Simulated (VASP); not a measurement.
# TaH5 (R3m) in VASP: single point with PBE

Aim: the single point of TaH5 with PBE.

All numbers are computed with VASP 6.6.1; they aren't measurements. Logs are shortened: lines on timing, memory, paths and dates and some standing lists are left out, and cuts for length are marked.

### 1 The cell of the first run

The structure is trigonal, space group R3m (No. 160). The conventional cell has a = 5.080 Å, b = 5.080 Å, c = 6.084 Å, α = 90.00°, β = 90.00°, γ = 120.00°. Within 2.5 Å of Ta (site symmetry 3m) lie 7 H at 1.85 to 1.94 Å. H (site symmetry m) has 2 Ta at 1.85 to 1.89 Å and 12 H at 2.03 to 2.63 Å within 2.7 Å. H (site symmetry 3m) has 1 H at 0.80 Å within 1.1 Å. Within 1.1 Å of H (site symmetry 3m) lie 1 H at 0.80 Å.

### 2 Single point, PBE

File POSCAR:

```
TaH5
1.0
    2.5399682895      1.4664513757      2.0280779017
   -2.5399682895      1.4664513757      2.0280779017
    0.0000000000     -2.9329027514      2.0280779017
Ta H
1 5
Direct
    0.6889037898      0.6889037898      0.6889037898
    0.5787565137      0.1798908253      0.5787565137
    0.5787565137      0.5787565137      0.1798908253
    0.1798908253      0.5787565137      0.5787565137
    0.1394891196      0.1394891196      0.1394891196
    0.0084547280      0.0084547280      0.0084547280
```

File INCAR.step1:

```
SYSTEM = TaH5
PREC = Accurate
ENCUT = 520
EDIFF = 1E-6
ISMEAR = 0
SIGMA = 0.1
LREAL = .False.
LASPH = .True.
NELM = 80
ALGO = Normal
ISIF = 2
LWAVE = .False.
LCHARG = .True.
LMAXMIX = 4
GGA = PE
NBANDS = 17
```

File KPOINTS.step1:

```
regular mesh
0
Gamma
  12 12 12
  0 0 0
```

File INCAR.step2:

```
SYSTEM = TaH5
PREC = Accurate
ENCUT = 520
EDIFF = 1E-6
ISMEAR = -5
SIGMA = 0.1
LREAL = .False.
LASPH = .True.
NELM = 80
ALGO = Normal
ISIF = 2
LWAVE = .False.
LCHARG = .False.
LMAXMIX = 4
GGA = PE
LORBIT = 11
NBANDS = 17
NEDOS = 2001
ICHARG = 11
```

File KPOINTS.step2:

```
regular mesh
0
Gamma
  18 18 18
  0 0 0
```

Potentials or basis: VASP PAW PBE potentials, release 64 (Ta_pv, H).

On the command line:

```console
> cat potpaw_PBE.64/Ta_pv/POTCAR potpaw_PBE.64/H/POTCAR > POTCAR
> cp INCAR.step1 INCAR
> cp KPOINTS.step1 KPOINTS
> mpirun -np 1 vasp_std > vasp.out
> cp INCAR.step2 INCAR
> cp KPOINTS.step2 KPOINTS
> mpirun -np 1 vasp_std > vasp.out
```

OUTCAR:

```text
SYSTEM = TaH5
   PREC = Accurate
   ENCUT = 520
   EDIFF = 1E-6
   ISMEAR = -5
   LREAL = .False.
   LASPH = .True.
   NELM = 80
   ISIF = 2
   GGA = PE
   LORBIT = 11
   ICHARG = 11

 ion  position               nearest neighbor table
   1  0.689  0.689  0.689-   2 1.85   4 1.85   3 1.85   2 1.89   4 1.89   3 1.89   6 1.94
   2  0.579  0.180  0.579-   1 1.85   1 1.89
   3  0.579  0.579  0.180-   1 1.85   1 1.89
   4  0.180  0.579  0.579-   1 1.85   1 1.89
   5  0.139  0.139  0.139-   6 0.80
   6  0.008  0.008  0.008-   5 0.80   1 1.94

  LATTYP: Found a trigonal (rhomboedric) cell.
 ALAT       =     3.5658124634
 COS(alpha) =    -0.0147745989

  Lattice vectors:

 A1 = (   2.5399682895,   1.4664513757,   2.0280779017)
 A2 = (  -2.5399682895,   1.4664513757,   2.0280779017)
 A3 = (   0.0000000000,  -2.9329027514,   2.0280779017)

Analysis of symmetry for initial positions (statically):
=====================================================================
 Subroutine PRICEL returns:
 Original cell was already a primitive cell.

 Routine SETGRP: Setting up the symmetry group for a
 trigonal (rhombohedral) supercell.

 Subroutine GETGRP returns: Found  6 space group operations
 (whereof  6 operations were pure point group operations)
 out of a pool of 12 trial point group operations.

The static configuration has the point symmetry C_3v.

Analysis of symmetry for dynamics (positions and initial velocities):
=====================================================================
 Subroutine PRICEL returns:
 Original cell was already a primitive cell.

 Routine SETGRP: Setting up the symmetry group for a
 trigonal (rhombohedral) supercell.

 Subroutine GETGRP returns: Found  6 space group operations
 (whereof  6 operations were pure point group operations)
 out of a pool of 12 trial point group operations.

The dynamic configuration has the point symmetry C_3v.

 Subroutine INISYM returns: Found  6 space group operations
 (whereof  6 operations are pure point group operations),
 and found     1 'primitive' translations

----------------------------------------------------------------------------------------

                                     Primitive cell

  volume of cell :      45.3244

  direct lattice vectors                    reciprocal lattice vectors
     2.539968289  1.466451376  2.028077902     0.196852851  0.113653047  0.164359235
    -2.539968289  1.466451376  2.028077902    -0.196852851  0.113653047  0.164359235
     0.000000000 -2.932902751  2.028077902     0.000000000 -0.227306093  0.164359235

  length of vectors
     3.565812463  3.565812463  3.565812463     0.280503152  0.280503152  0.280503152

  position of ions in fractional coordinates (direct lattice)
     0.688903790  0.688903790  0.688903790
     0.578756514  0.179890825  0.578756514
     0.578756514  0.578756514  0.179890825
     0.179890825  0.578756514  0.578756514
     0.139489120  0.139489120  0.139489120
     0.008454728  0.008454728  0.008454728

  ion indices of the primitive-cell ions
   primitive index   ion index
                 1           1
                 2           2
                 3           3
                 4           4
                 5           5
                 6           6

----------------------------------------------------------------------------------------

 KPOINTS: regular mesh

Automatic generation of k-mesh.
 Grid dimensions read from file:
 generate k-points for:   18   18   18

 Generating k-lattice:

  Cartesian coordinates                     Fractional coordinates (reciprocal lattice)
     0.010936270  0.006314058  0.009131069     0.055555556  0.000000000  0.000000000
    -0.010936270  0.006314058  0.009131069     0.000000000  0.055555556  0.000000000
     0.000000000 -0.012628116  0.009131069     0.000000000  0.000000000  0.055555556

  Length of vectors
     0.015583508  0.015583508  0.015583508

  Shift w.r.t. Gamma in fractional coordinates (k-lattice)
     0.000000000  0.000000000  0.000000000

 TETIRR: Found   8688 inequivalent tetrahedra from    34992

 Subroutine IBZKPT returns following result:
 ===========================================

 Found    580 irreducible k-points:

 Following reciprocal coordinates:
            Coordinates               Weight
  0.000000  0.000000  0.000000      1.000000
  0.055556 -0.000000 -0.000000      6.000000
  0.111111 -0.000000 -0.000000      6.000000
  0.166667 -0.000000 -0.000000      6.000000
  0.222222 -0.000000 -0.000000      6.000000
  0.277778 -0.000000 -0.000000      6.000000
[... 16 lines left out ...]
 -0.277778  0.055556  0.000000     12.000000
 -0.222222  0.055556  0.000000     12.000000
 [... further k-points ...]
   k-points           NKPTS =    580   k-points in BZ     NKDIM =    580   number of bands    NBANDS=     17
   number of dos      NEDOS =   2001   number of ions     NIONS =      6
   total plane-waves  NPLWV =  21952
   dimension x,y,z NGX =    28 NGY =   28 NGZ =   28
   dimension x,y,z NGXF=    56 NGYF=   56 NGZF=   56
   ions per type =               1   5
   NGX,Y,Z   is equivalent  to a cutoff of  13.05, 13.05, 13.05 a.u.
   NGXF,Y,Z  is equivalent  to a cutoff of  26.11, 26.11, 26.11 a.u.
 SYSTEM =  TaH5
   PREC   = accura    normal or accurate (medium, high low for compatibility)
   ISTART =      0    job   : 0-new  1-cont  2-samecut
   ICHARG =     11    charge: 1-file 2-atom 10-const
   ISPIN  =      1    spin polarized calculation?
   LNONCOLLINEAR =      F non collinear calculations
   LSORBIT =      F    spin-orbit coupling
   LASPH  =      T    aspherical Exc in radial PAW
   ENCUT  =  520.0 eV  38.22 Ry    6.18 a.u.   6.63  6.63  6.63*2*pi/ulx,y,z
   NELM   =     80;   NELMIN=  2; NELMDL=  0     # of ELM steps
   EDIFF  = 0.1E-05   stopping-criterion for ELM
   LREAL  =      F    real-space projection
   EDIFFG = 0.1E-04   stopping-criterion for IOM
   NSW    =      0    number of steps for IOM
   IBRION =     -1    ionic relax: 0-MD 1-quasi-New 2-CG
   NFREE  =      0    steps in history (QN), initial steepest desc. (CG)
   ISIF   =      2    stress and relaxation
   ISYM   =      2    0-nonsym 1-usesym 2-fastsym
   POTIM  = 0.5000    time-step for ionic-motion
   TEBEG  =    0.0;   TEEND  =   0.0 temperature during run
   PSTRESS=    0.0 pullay stress
   NELECT =      16.0000    total number of electrons
   NUPDOWN=      -1.0000    fix difference up-down
   EMIN   =  10.00;   EMAX   =-10.00  energy-range for DOS
   EFERMI =   0.00;   METHOD = LEGACY
   ISMEAR =    -5;   SIGMA  =   0.10  broadening in eV -4-tet -1-fermi 0-gaus
   EFERMI_NEDOS =   21; number of points for ismear=-14 and -15
   IALGO  =     38    algorithm
   IMIX   =      4    mixing-type and parameters
     AMIX     =   0.40;   BMIX     =  1.00
     AMIX_MAG =   1.60;   BMIX_MAG =  1.00
  volume/ion in A,a.u.               =       7.55        50.98
  Fermi-wavevector in a.u.,A,eV,Ry     =   1.157011  2.186434 18.213776  1.338675
  Thomas-Fermi vector in A             =   2.293626
   LORBIT       =     11    0 simple, 1 ext, 2 COOP (PROOUT), +10 PAW based schemes
   GGA     = PE    functional components
   LHFCALC =     F    Hartree Fock is set to
   AEXX    =    0.0000 exact exchange contribution
   IVDW    =     0    specifies the selected vdW correction
   LEPSILON=     F    determine dielectric tensor
   LRPA    =     F    only Hartree local field effects (RPA)
 non-spin polarized calculation
 Fermi weights with tetrahedron method with Bloechl corrections
  energy-cutoff  :      520.00
  volume of cell :       45.32
 maximum number of plane-waves:      1241

 number of electron      15.9999998 magnetization

 Free energy of the ion-electron system (eV)
  ---------------------------------------------------
  ext. energy  EPLUGINS =         0.00000000
  ---------------------------------------------------
  free energy    TOTEN  =       -26.16186536 eV

  energy without entropy =      -26.16186536  energy(sigma->0) =      -26.16186536

 E-fermi :   2.3976     XC(G=0):  -9.9894

 val. band max:        2.4015025978   @ k =  -0.3333   0.2222   0.0000
 cond. band min:       2.3767381902   @ k =  -0.3889  -0.3889   0.3333
 fundamental gap:     -0.0247644075
 Fermi energy:         2.3975823367

 k-point     1 :       0.0000    0.0000    0.0000
  band No.  band energies     occupation
      1     -32.8677      2.00000
      2     -32.8052      2.00000
      3     -32.8052      2.00000
      4      -8.5702      2.00000
      5      -3.0841      2.00000
      6      -3.0841      2.00000
[... 9 lines left out ...]
     16      14.7380      0.00000
     17      14.7495      0.00000

 k-point     2 :       0.0556   -0.0000   -0.0000
  band No.  band energies     occupation
      1     -32.8689      2.00000
      2     -32.8074      2.00000
      3     -32.8050      2.00000
      4      -8.5333      2.00000
      5      -3.0978      2.00000
      6      -3.0764      2.00000
[... 9 lines left out ...]
     16      14.7622      0.00000
     17      14.8263      0.00000

 k-point     3 :       0.1111   -0.0000   -0.0000
  band No.  band energies     occupation
      1     -32.8727      2.00000
      2     -32.8133      2.00000
      3     -32.8044      2.00000
      4      -8.4240      2.00000
      5      -3.1816      2.00000
      6      -3.0541      2.00000
[... 392 lines left out ...]
 k-point    23 :      -0.2778    0.0556    0.0000
  band No.  band energies     occupation
      1     -32.9094      2.00000
      2     -32.8300      2.00000
      3     -32.8027      2.00000
      4      -7.7090      2.00000
      5      -3.9983      2.00000
      6      -2.9072      2.00000
[... 9 lines left out ...]
     16      13.5336      0.00000
     17      14.5075      0.00000

 k-point    24 :      -0.2222    0.0556    0.0000
  band No.  band energies     occupation
      1     -32.8934      2.00000
      2     -32.8269      2.00000
      3     -32.8039      2.00000
      4      -7.9939      2.00000
      5      -3.6503      2.00000
      6      -2.9540      2.00000
[... 9 lines left out ...]
     16      14.0167      0.00000
     17      14.5439      0.00000

 [... further k-points ...]

------------------------ aborting loop because EDIFF is reached ----------------------------------------

  FORCE on cell =-STRESS in cart. coord.  units (eV):
  Direction    XX          YY          ZZ          XY          YZ          ZX
  --------------------------------------------------------------------------------------
  -------------------------------------------------------------------------------------
  Total       -0.0458931     -0.0458931     -0.0256474      0.0000000      0.0000000      0.0000000
  in kB       -1.6222803     -1.6222803     -0.9066120      0.0000000      0.0000000      0.0000000
  external PRESSURE =      -1.3837242 kB  Pullay stress =       0.0000000 kB

 VOLUME and BASIS-vectors are now :
 -----------------------------------------------------------------------------
  energy-cutoff  :      520.00
  volume of cell :       45.32
      direct lattice vectors                 reciprocal lattice vectors
     2.539968289  1.466451376  2.028077902     0.196852851  0.113653047  0.164359235
    -2.539968289  1.466451376  2.028077902    -0.196852851  0.113653047  0.164359235
     0.000000000 -2.932902751  2.028077902     0.000000000 -0.227306093  0.164359235

 POSITION                                       TOTAL-FORCE (eV/Angst)
 -----------------------------------------------------------------------------------
      0.00000      0.00000      4.19145        -0.000000     -0.000000      0.017425
      1.01311     -0.58492      2.71236         0.003345     -0.001931     -0.002635
      0.00000      1.16983      2.71236        -0.000000      0.003862     -0.002635
     -1.01311     -0.58492      2.71236        -0.003345     -0.001931     -0.002635
      0.00000      0.00000      0.84868        -0.000000     -0.000000     -0.003753
      0.00000      0.00000      0.05144        -0.000000     -0.000000     -0.005766
 -----------------------------------------------------------------------------------
    total drift:                                0.000000      0.000000     -0.002805

  FREE ENERGIE OF THE ION-ELECTRON SYSTEM (eV)
  ---------------------------------------------------
  free  energy   TOTEN  =       -26.1618653603 eV

  energy  without entropy=      -26.1618653603  energy(sigma->0) =      -26.16186536

 total charge

# of ion       s       p       d       tot
------------------------------------------
    1        0.303   6.160   2.303   8.766
    2        0.581   0.014   0.000   0.595
    3        0.581   0.014   0.000   0.595
    4        0.581   0.014   0.000   0.595
    5        0.511   0.032   0.000   0.543
    6        0.621   0.026   0.000   0.647
--------------------------------------------------
tot          3.178   6.261   2.303  11.741
```

Wall time 2.4 min (1 thread of AMD EPYC 9R45 (Zen 5), shared host); peak memory 0.47 GiB.

Results:

```
Valence electrons inside the program's atomic spheres : Ta 8.77; H 0.59, 0.54, 0.65 (each value once)
```

Caveat: spin-orbit coupling is left out, which moves the levels of the heavy elements; tetrahedron occupations give inexact forces and stress in metals.
